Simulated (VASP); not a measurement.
# Mo (I4/mmm) in VASP: a series of runs, part 2 of 2

VASP 6.6.1.

### 6 Single point, LDA (strain +0.000 along x and y, -0.015 along z)

Input file INCAR:

```
SYSTEM = Mo
  ALGO = Normal
  EDIFF = 1E-6
  ENCUT = 520
  ISIF = 2
  ISMEAR = 0
  LASPH = .TRUE.
  LCHARG = .TRUE.
  LELF = .TRUE.
  LREAL = .FALSE.
  LVHAR = .TRUE.
  LWAVE = .FALSE.
  NBANDS = 13
  NELM = 100
  PREC = Accurate
  SIGMA = 0.15
```

Input file KPOINTS:

```
k-points
0
G
  20 20 20
  0 0 0
```

Input file POSCAR:

```
Mo
1.0
    0.0000000000      2.0150000000      1.9847750000
    2.0150000000      0.0000000000      1.9847750000
    2.0150000000      2.0150000000      0.0000000000
Mo
1
Direct
    0.0000000000      0.0000000000      0.0000000000
```

Potentials or basis: VASP PAW LDA potentials, release 64 (Mo_sv).

Started as:

```bash
cat potpaw_LDA.64/Mo_sv/POTCAR > POTCAR
mpirun -np 1 vasp_std > vasp.out
```

OUTCAR:

```text
SYSTEM = Mo
   EDIFF = 1E-6
   ENCUT = 520
   ISIF = 2
   ISMEAR = 0
   LASPH = .TRUE.
   LREAL = .FALSE.
   NELM = 100
   PREC = Accurate

 ion  position               nearest neighbor table
   1  0.000  0.000  0.000-

  LATTYP: Found a body centered tetragonal cell.
 ALAT       =     2.8496403282
 C/A-ratio  =     1.3930003589

  Lattice vectors:

 A1 = (   0.0000000000,  -2.0150000000,  -1.9847750000)
 A2 = (   0.0000000000,   2.0150000000,  -1.9847750000)
 A3 = (   2.0150000000,   0.0000000000,   1.9847750000)

Analysis of symmetry for initial positions (statically):
=====================================================================
 Subroutine PRICEL returns:
 Original cell was already a primitive cell.

 Routine SETGRP: Setting up the symmetry group for a
 body centered tetragonal supercell.

 Subroutine GETGRP returns: Found 16 space group operations
 (whereof 16 operations were pure point group operations)
 out of a pool of 16 trial point group operations.

The static configuration has the point symmetry D_4h.

Analysis of symmetry for dynamics (positions and initial velocities):
[... 172 lines left out ...]
      6      10.7887      2.00000
      7      10.7887      2.00000
      8      10.9658      2.00000
      9      13.3561      0.00000
     10      13.5994      0.00000
     11      24.6794      0.00000
     12      29.6674      0.00000
     13      29.6674      0.00000
[... 354 lines left out ...]
  band No.  band energies     occupation
      1     -48.6189      2.00000
      2     -23.4222      2.00000
      3     -22.5018      2.00000
      4     -22.4864      2.00000
      5       7.1579      2.00000
      6      10.8302      2.00000
      7      10.8873      2.00000
      8      11.4841      1.49342
      9      14.4645      0.00000
     10      15.1999      0.00000
     11      23.6516      0.00000
     12      26.2586      0.00000
     13      31.6370      0.00000

 [... further k-points ...]

------------------------ aborting loop because EDIFF is reached ----------------------------------------

  FORCE on cell =-STRESS in cart. coord.  units (eV):
  Direction    XX          YY          ZZ          XY          YZ          ZX
  --------------------------------------------------------------------------------------
  -------------------------------------------------------------------------------------
  Total       -1.1380259     -1.1380259     -1.4529924      0.0000000     -0.0000000      0.0000000
  in kB     -113.1283232   -113.1283232   -144.4383554      0.0000000     -0.0000000      0.0000000
  external PRESSURE =    -123.5650006 kB  Pullay stress =       0.0000000 kB

 VOLUME and BASIS-vectors are now :
 -----------------------------------------------------------------------------
  energy-cutoff  :      520.00
  volume of cell :       16.12
      direct lattice vectors                 reciprocal lattice vectors
     0.000000000  2.015000000  1.984775000    -0.248138958  0.248138958  0.251917724
     2.015000000  0.000000000  1.984775000     0.248138958 -0.248138958  0.251917724
     2.015000000  2.015000000  0.000000000     0.248138958  0.248138958 -0.251917724

 POSITION                                       TOTAL-FORCE (eV/Angst)
 -----------------------------------------------------------------------------------
      0.00000      0.00000      0.00000        -0.000000      0.000000      0.000000
 -----------------------------------------------------------------------------------
    total drift:                               -0.000000      0.000000     -0.000000

  FREE ENERGIE OF THE ION-ELECTRON SYSTEM (eV)
  ---------------------------------------------------
  free  energy   TOTEN  =       -11.6766133347 eV

  energy  without entropy=      -11.6619327278  energy(sigma->0) =      -11.66927303
```

OSZICAR:

```text
N       E                     dE             d eps       ncg     rms          rms(c)
DAV:   1     0.949283020729E+02    0.94928E+02   -0.78711E+03 16759   0.110E+03
DAV:   2    -0.111337139792E+02   -0.10606E+03   -0.10240E+03 18556   0.318E+02
DAV:   3    -0.123691964188E+02   -0.12355E+01   -0.12307E+01 18536   0.351E+01
DAV:   4    -0.123722693406E+02   -0.30729E-02   -0.30728E-02 18586   0.208E+00
DAV:   5    -0.123722910773E+02   -0.21737E-04   -0.21735E-04 18896   0.158E-01    0.139E+01
DAV:   6    -0.117628479771E+02    0.60944E+00   -0.77321E-01 17141   0.108E+01    0.332E+00
DAV:   7    -0.116826289566E+02    0.80219E-01   -0.12429E-01 18641   0.394E+00    0.866E-01
DAV:   8    -0.116766908814E+02    0.59381E-02   -0.48550E-03 17046   0.857E-01    0.175E-01
DAV:   9    -0.116766012721E+02    0.89609E-04   -0.16363E-04 21048   0.152E-01    0.582E-02
DAV:  10    -0.116766133378E+02   -0.12066E-04   -0.55226E-06 17296   0.235E-02    0.257E-03
DAV:  11    -0.116766133347E+02    0.30061E-08   -0.14382E-07  9953   0.442E-03
   1 F= -.11676613E+02 E0= -.11669273E+02  d E =-.146806E-01
```

stdout:

```text
POSCAR found type information on POSCAR Mo
 POSCAR found :  1 types and       1 ions
 scaLAPACK will be used
 LDA part: xc-table for (Slater(with rela. corr.)+CA(PZ))
 , standard interpolation
 POSCAR, INCAR and KPOINTS ok, starting setup
 FFT: planning ... GRIDC
 FFT: planning ... GRID_SOFT
 FFT: planning ... GRID
 WAVECAR not read
 entering main loop
```

It took 56 s on 1 thread of Intel Xeon Platinum 8375C at 2.90GHz (Ice Lake), shared host; peak memory 0.23 GiB.

Results:

| Item | Value |
| --- | --- |
| Free energy | -11.6766 eV |
| Pressure | -12.4 GPa |
| Band gap on the k mesh | zero (bands 7 and 8 overlap by 4.62 eV) |

Stress tensor (GPa, compression positive):
```
-11.31   0.00   0.00
  0.00 -11.31   0.00
  0.00   0.00 -14.44
```

Levels at points of the mesh, in eV from the Fermi level:
```csv
k point,band 3,band 4,band 5,band 6,band 7,band 8,band 9,band 10,band 11,band 12
"(0.00, 0.00, 0.00)",-33.90,-33.89,-6.71,-0.77,-0.77,-0.59,1.80,2.04,13.12,18.11
"(0.50, 0.00, 0.00)",-34.08,-34.05,-4.58,-1.00,-0.80,1.59,3.95,4.06,11.00,12.81
"(0.50, 0.50, 0.00)",-34.38,-34.38,-4.94,-4.26,3.93,4.22,4.61,4.61,12.24,12.24
"(0.50, 0.00, 0.50)",-34.36,-34.33,-4.92,-4.23,3.92,3.94,4.50,4.69,12.35,12.59
```

Caveat: the cell differs from its parent crystal (strain +0.000 along x and y, -0.015 along z); the cell stands under tension.

### 7 The runs side by side

| cell | gap on the mesh (eV) | pressure (GPa) |
| --- | --- | --- |
| a = 2.829, b = 2.829, c = 2.764 Å, angles 60.8, 60.8, 58.5°, 1 atom | none | -5.2 |
| a = 2.851, b = 2.851, c = 2.764 Å, angles 61.0, 61.0, 58.0°, 1 atom | none | -8.7 |
| a = 2.807, b = 2.807, c = 2.850 Å, angles 59.5, 59.5, 61.0°, 1 atom | none | -8.9 |
| a = 2.828, b = 2.828, c = 2.807 Å, angles 60.3, 60.3, 59.5°, 1 atom | none | -9.0 |
| a = 2.828, b = 2.828, c = 2.850 Å, angles 59.8, 59.8, 60.5°, 1 atom | none | -12.4 |

Alike in all rows: task single point; level LDA; potentials or basis VASP PAW LDA potentials, release 64 (Mo_sv); no spin polarisation; k mesh 20 × 20 × 20; cutoff (eV) 520; smearing gaussian 0.15 eV.

Caveats: the cell stands under tension (at least some runs); the stress differs along the axes, from -7 to -1 GPa (at least some runs); the stress differs along the axes, from -11 to -3 GPa (at least some runs); the stress differs along the axes, from -13 to -7 GPa (at least some runs).

Total energies depend on the potentials used, so only differences within one code and one set of settings carry meaning.
